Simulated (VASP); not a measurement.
# TiAl (P-6m2) in VASP: notebook

TiAl is run at these levels: PBEsol; tasks: single point.

Everything below comes from runs of VASP 6.6.1. Logs are shortened: lines on timing, memory, paths and dates and some standing lists are left out, and cuts for length are marked.

### 1 The cell of the first run

The structure is hexagonal, space group P-6m2 (No. 187). The conventional cell has a = 2.829 Å, b = 2.829 Å, c = 4.615 Å, α = 90.00°, β = 90.00°, γ = 120.00°. Ti (site symmetry -6m2) has 6 Al at 2.83 Å and 6 Ti at 2.83 Å within 3.7 Å. Al (site symmetry -6m2) has 6 Ti at 2.83 Å and 6 Al at 2.83 Å within 3.7 Å.

### 2 Single point, PBEsol (volume scaled by 0.96)

The input, INCAR:

```
SYSTEM = TiAl
PREC = Accurate ; ENCUT = 520
EDIFF = 1E-6 ; ISMEAR = -1
SIGMA = 0.05 ; LREAL = .FALSE.
LASPH = .TRUE. ; NELM = 100
ALGO = Normal ; ISIF = 2
LWAVE = .FALSE. ; LCHARG = .FALSE.
GGA = PS ; NBANDS = 14
```

The input, KPOINTS:

```
Automatic mesh
0
G
  11 11 6
  0 0 0
```

The input, POSCAR:

```
TiAl
1.0
    2.8285106954      0.0000000000      0.0000000000
   -1.4142553477      2.4495621171      0.0000000000
    0.0000000000      0.0000000000      4.6148579117
Ti Al
1 1
Direct
    0.0000000000      0.0000000000      0.0000000000
    0.3333333333      0.6666666667      0.5000000000
```

Potentials or basis: VASP PAW PBE potentials, release 64 (Ti_sv, Al).

The run is started by

```console
> cat potpaw_PBE.64/Ti_sv/POTCAR potpaw_PBE.64/Al/POTCAR > POTCAR
> mpirun -np 1 vasp_std > vasp.out
```

OUTCAR:

```text
SYSTEM = TiAl
   PREC = Accurate
   ENCUT = 520
   EDIFF = 1E-6
   ISMEAR = -1
   LREAL = .FALSE.
   LASPH = .TRUE.
   NELM = 100
   ISIF = 2
   GGA = PS

 ion  position               nearest neighbor table
   1  0.000  0.000  0.000-   2 2.83   2 2.83   2 2.83   2 2.83   2 2.83   2 2.83
   2  0.333  0.667  0.500-   1 2.83   1 2.83   1 2.83   1 2.83   1 2.83   1 2.83

  LATTYP: Found a hexagonal cell.
 ALAT       =     2.8285106954
 C/A-ratio  =     1.6315504549

  Lattice vectors:

 A1 = (   2.8285106954,   0.0000000000,   0.0000000000)
 A2 = (  -1.4142553477,   2.4495621171,   0.0000000000)
 A3 = (   0.0000000000,   0.0000000000,   4.6148579117)

Analysis of symmetry for initial positions (statically):
=====================================================================
 Subroutine PRICEL returns:
 Original cell was already a primitive cell.

 Routine SETGRP: Setting up the symmetry group for a
 hexagonal supercell.

 Subroutine GETGRP returns: Found 12 space group operations
 (whereof 12 operations were pure point group operations)
 out of a pool of 24 trial point group operations.

The static configuration has the point symmetry D_3h.

Analysis of symmetry for dynamics (positions and initial velocities):
=====================================================================
 Subroutine PRICEL returns:
 Original cell was already a primitive cell.

 Routine SETGRP: Setting up the symmetry group for a
 hexagonal supercell.

 Subroutine GETGRP returns: Found 12 space group operations
 (whereof 12 operations were pure point group operations)
 out of a pool of 24 trial point group operations.

The dynamic configuration has the point symmetry D_3h.

 Subroutine INISYM returns: Found 12 space group operations
 (whereof 12 operations are pure point group operations),
 and found     1 'primitive' translations

----------------------------------------------------------------------------------------

                                     Primitive cell

  volume of cell :      31.9746

  direct lattice vectors                    reciprocal lattice vectors
     2.828510695  0.000000000  0.000000000     0.353542945  0.204118114  0.000000000
    -1.414255348  2.449562117  0.000000000     0.000000000  0.408236228  0.000000000
     0.000000000  0.000000000  4.614857912     0.000000000  0.000000000  0.216691395

  length of vectors
     2.828510695  2.828510695  4.614857912     0.408236228  0.408236228  0.216691395

  position of ions in fractional coordinates (direct lattice)
     0.000000000  0.000000000  0.000000000
     0.333333333  0.666666667  0.500000000

  ion indices of the primitive-cell ions
   primitive index   ion index
                 1           1
                 2           2

----------------------------------------------------------------------------------------

 KPOINTS: Automatic mesh

Automatic generation of k-mesh.
 Grid dimensions read from file:
 generate k-points for:   11   11    6

 Generating k-lattice:

  Cartesian coordinates                     Fractional coordinates (reciprocal lattice)
     0.032140268  0.018556192  0.000000000     0.090909091  0.000000000  0.000000000
     0.000000000  0.037112384  0.000000000     0.000000000  0.090909091  0.000000000
     0.000000000  0.000000000  0.036115233     0.000000000  0.000000000  0.166666667

  Length of vectors
     0.037112384  0.037112384  0.036115233

  Shift w.r.t. Gamma in fractional coordinates (k-lattice)
     0.000000000  0.000000000  0.000000000

 Subroutine IBZKPT returns following result:
 ===========================================

 Found     64 irreducible k-points:

 Following reciprocal coordinates:
            Coordinates               Weight
  0.000000  0.000000  0.000000      1.000000
  0.090909 -0.000000  0.000000      6.000000
  0.181818 -0.000000  0.000000      6.000000
  0.272727  0.000000  0.000000      6.000000
  0.363636  0.000000  0.000000      6.000000
  0.454545  0.000000  0.000000      6.000000
[... 16 lines left out ...]
  0.090909  0.090909  0.166667     12.000000
  0.181818  0.090909  0.166667     24.000000
 [... further k-points ...]
   k-points           NKPTS =     64   k-points in BZ     NKDIM =     64   number of bands    NBANDS=     14
   number of dos      NEDOS =    301   number of ions     NIONS =      2
   total plane-waves  NPLWV =  20736
   dimension x,y,z NGX =    24 NGY =   24 NGZ =   36
   dimension x,y,z NGXF=    48 NGYF=   48 NGZF=   72
   ions per type =               1   1
   NGX,Y,Z   is equivalent  to a cutoff of  14.11, 14.11, 12.97 a.u.
   NGXF,Y,Z  is equivalent  to a cutoff of  28.21, 28.21, 25.94 a.u.
 SYSTEM =  TiAl
   PREC   = accura    normal or accurate (medium, high low for compatibility)
   ISTART =      0    job   : 0-new  1-cont  2-samecut
   ICHARG =      2    charge: 1-file 2-atom 10-const
   ISPIN  =      1    spin polarized calculation?
   LNONCOLLINEAR =      F non collinear calculations
   LSORBIT =      F    spin-orbit coupling
   LASPH  =      T    aspherical Exc in radial PAW
   ENCUT  =  520.0 eV  38.22 Ry    6.18 a.u.   5.26  5.26  8.58*2*pi/ulx,y,z
   NELM   =    100;   NELMIN=  2; NELMDL= -5     # of ELM steps
   EDIFF  = 0.1E-05   stopping-criterion for ELM
   LREAL  =      F    real-space projection
   EDIFFG = 0.1E-04   stopping-criterion for IOM
   NSW    =      0    number of steps for IOM
   IBRION =     -1    ionic relax: 0-MD 1-quasi-New 2-CG
   NFREE  =      0    steps in history (QN), initial steepest desc. (CG)
   ISIF   =      2    stress and relaxation
   ISYM   =      2    0-nonsym 1-usesym 2-fastsym
   POTIM  = 0.5000    time-step for ionic-motion
   TEBEG  =    0.0;   TEEND  =   0.0 temperature during run
   PSTRESS=    0.0 pullay stress
   NELECT =      15.0000    total number of electrons
   NUPDOWN=      -1.0000    fix difference up-down
   EMIN   =  10.00;   EMAX   =-10.00  energy-range for DOS
   EFERMI =   0.00;   METHOD = LEGACY
   ISMEAR =    -1;   SIGMA  =   0.05  broadening in eV -4-tet -1-fermi 0-gaus
   EFERMI_NEDOS =   21; number of points for ismear=-14 and -15
   IALGO  =     38    algorithm
   IMIX   =      4    mixing-type and parameters
     AMIX     =   0.40;   BMIX     =  1.00
     AMIX_MAG =   1.60;   BMIX_MAG =  1.00
  volume/ion in A,a.u.               =      15.99       107.89
  Fermi-wavevector in a.u.,A,eV,Ry     =   1.272049  2.403823 22.015692  1.618108
  Thomas-Fermi vector in A             =   2.404948
   LORBIT       =      0    0 simple, 1 ext, 2 COOP (PROOUT), +10 PAW based schemes
   GGA     = PS    functional components
   LHFCALC =     F    Hartree Fock is set to
   AEXX    =    0.0000 exact exchange contribution
   IVDW    =     0    specifies the selected vdW correction
   LEPSILON=     F    determine dielectric tensor
   LRPA    =     F    only Hartree local field effects (RPA)
 non-spin polarized calculation
  energy-cutoff  :      520.00
  volume of cell :       31.97
 maximum number of plane-waves:       874
 NGX is ok and might be reduce to    24
   NGX = 11   NGY = 11   NGZ = 17

 number of electron      15.0000005 magnetization

 Free energy of the ion-electron system (eV)
  ---------------------------------------------------
  ext. energy  EPLUGINS =         0.00000000
  ---------------------------------------------------
  free energy    TOTEN  =       -12.93707265 eV

  energy without entropy =      -12.91445986  energy(sigma->0) =      -12.92576626

 E-fermi :   8.1722     XC(G=0): -11.2077

 val. band max:        8.1555422182   @ k =   0.4545   0.0000   0.3333
 cond. band min:       8.1772021299   @ k =   0.3636   0.2727   0.3333
 fundamental gap:      0.0216599117
 Fermi energy:         8.1722163944

 k-point     1 :       0.0000    0.0000    0.0000
  band No.  band energies     occupation
      1     -48.0127      2.00000
      2     -24.4416      2.00000
      3     -23.9734      2.00000
      4     -23.9734      2.00000
      5      -0.9186      2.00000
      6       5.8368      2.00000
      7       6.3532      2.00000
      8       9.5133      0.00000
      9       9.5133      0.00000
     10      11.0879      0.00000
     11      11.0879      0.00000
     12      12.2938      0.00000
     13      21.3880      0.00000
     14      21.3880      0.00000

 k-point     2 :       0.0909   -0.0000    0.0000
  band No.  band energies     occupation
      1     -48.0037      2.00000
      2     -24.4329      2.00000
      3     -24.0279      2.00000
      4     -23.9857      2.00000
      5      -0.7071      2.00000
      6       6.0676      2.00000
      7       6.3720      2.00000
      8       9.3083      0.00000
      9       9.6898      0.00000
     10      11.0273      0.00000
     11      11.1342      0.00000
     12      12.3437      0.00000
     13      18.9009      0.00000
     14      20.0576      0.00000

 k-point     3 :       0.1818   -0.0000    0.0000
  band No.  band energies     occupation
      1     -47.9797      2.00000
      2     -24.4094      2.00000
      3     -24.1725      2.00000
      4     -24.0183      2.00000
      5      -0.0826      2.00000
      6       6.4205      2.00000
      7       6.6640      2.00000
      8       8.8354      0.00000
      9      10.1907      0.00000
     10      10.8684      0.00000
     11      11.2911      0.00000
     12      12.4591      0.00000
     13      15.9098      0.00000
     14      18.6844      0.00000
[... 324 lines left out ...]
 k-point    23 :       0.0909    0.0909    0.1667
  band No.  band energies     occupation
      1     -47.9872      2.00000
      2     -24.4181      2.00000
      3     -24.1240      2.00000
      4     -24.0115      2.00000
      5      -0.1251      2.00000
      6       5.2387      2.00000
      7       7.3637      2.00000
      8       8.9619      0.00000
      9      10.0480      0.00000
     10      10.8192      0.00000
     11      10.8541      0.00000
     12      13.3675      0.00000
     13      17.3371      0.00000
     14      17.8871      0.00000

 k-point    24 :       0.1818    0.0909    0.1667
  band No.  band energies     occupation
      1     -47.9593      2.00000
      2     -24.3907      2.00000
      3     -24.2807      2.00000
      4     -24.0575      2.00000
      5       0.6749      2.00000
      6       5.7690      2.00000
      7       7.6150      1.99997
      8       8.4827      0.00401
      9      10.5306      0.00000
     10      10.6835      0.00000
     11      10.7883      0.00000
     12      13.5858      0.00000
     13      15.0537      0.00000
     14      16.5932      0.00000

 [... further k-points ...]
[... 5 lines left out ...]
  --------------------------------------------------------------------------------------
  -------------------------------------------------------------------------------------
  Total        0.3780123      0.3780123      0.2202573      0.0000000      0.0000000     -0.0000000
  in kB       18.9413940     18.9413940     11.0366261      0.0000000      0.0000000     -0.0000000
  external PRESSURE =      16.3064713 kB  Pullay stress =       0.0000000 kB

 VOLUME and BASIS-vectors are now :
 -----------------------------------------------------------------------------
  energy-cutoff  :      520.00
  volume of cell :       31.97
      direct lattice vectors                 reciprocal lattice vectors
     2.828510695  0.000000000  0.000000000     0.353542945  0.204118114  0.000000000
    -1.414255348  2.449562117  0.000000000     0.000000000  0.408236228  0.000000000
     0.000000000  0.000000000  4.614857912     0.000000000  0.000000000  0.216691395

 POSITION                                       TOTAL-FORCE (eV/Angst)
 -----------------------------------------------------------------------------------
      0.00000      0.00000      0.00000         0.000000     -0.000000      0.000000
     -0.00000      1.63304      2.30743        -0.000000      0.000000      0.000000
 -----------------------------------------------------------------------------------
    total drift:                                0.000000     -0.000000      0.000000

  FREE ENERGIE OF THE ION-ELECTRON SYSTEM (eV)
  ---------------------------------------------------
  free  energy   TOTEN  =       -12.9370726548 eV

  energy  without entropy=      -12.9144598556  energy(sigma->0) =      -12.92576626
```

It took 55 s on 1 thread of Intel Xeon 8259CL, shared host; peak memory 0.17 GiB.

Results:

```yaml
Free_energy: -12.9371 eV
Pressure: 1.6 GPa
```

Caveat: the cell differs from its parent crystal (volume scaled by 0.96); the PAW data sets were made with another functional, which shifts forces and pressure a little.

### 3 Single point, PBEsol

This run uses another cell than the first one, of 16.23 Å³/atom, 1.015 times its volume.

The input, INCAR:

```
PREC = Accurate
ENCUT = 520
EDIFF = 1E-6
ISMEAR = -1
SIGMA = 0.05
LREAL = False
LASPH = True
NELM = 80
ALGO = Normal
ISIF = 2
LWAVE = False
LCHARG = True
GGA = PS
LELF = True
LVHAR = True
NBANDS = 14
```

The input, KPOINTS:

```
Automatic mesh
0
Gamma
  11 11 6
```

The input, POSCAR:

```
TiAl
1.0
    2.8508464072      0.0000000000      0.0000000000
   -1.4254232036      2.4689054110      0.0000000000
    0.0000000000      0.0000000000      4.6125316254
Ti Al
1 1
Direct
    0.0000000000      0.0000000000      0.0000000000
    0.3333333333      0.6666666667      0.5000000000
```

Potentials or basis: VASP PAW PBE potentials, release 64 (Ti_sv, Al).

The run is started by

```console
> cat potpaw_PBE.64/Ti_sv/POTCAR potpaw_PBE.64/Al/POTCAR > POTCAR
> mpirun -np 1 vasp_std > vasp.out
```

Wall time 60 s (1 thread of Intel Xeon 8259CL, shared host); peak memory 0.17 GiB.

Results (log left out):

```
Free energy : -12.9399 eV
Pressure    : 0.0 GPa
```

Stress tensor (GPa, compression positive):
```
-0.04  0.00  0.00
 0.00 -0.04  0.00
 0.00  0.00  0.05
```

Levels at points of the mesh, in eV from the Fermi level:
```
           k point  band 4  band 5  band 6  band 7  band 8  band 9  band 10  band 11
(0.00, 0.00, 0.00)  -32.21   -8.99   -2.28   -1.74    1.32    1.32     2.84     2.84
(0.00, 0.00, 0.50)  -32.21   -8.05   -5.30   -0.39    1.33    1.33     2.75     2.75
```

Caveat: the PAW data sets were made with another functional, which shifts forces and pressure a little.
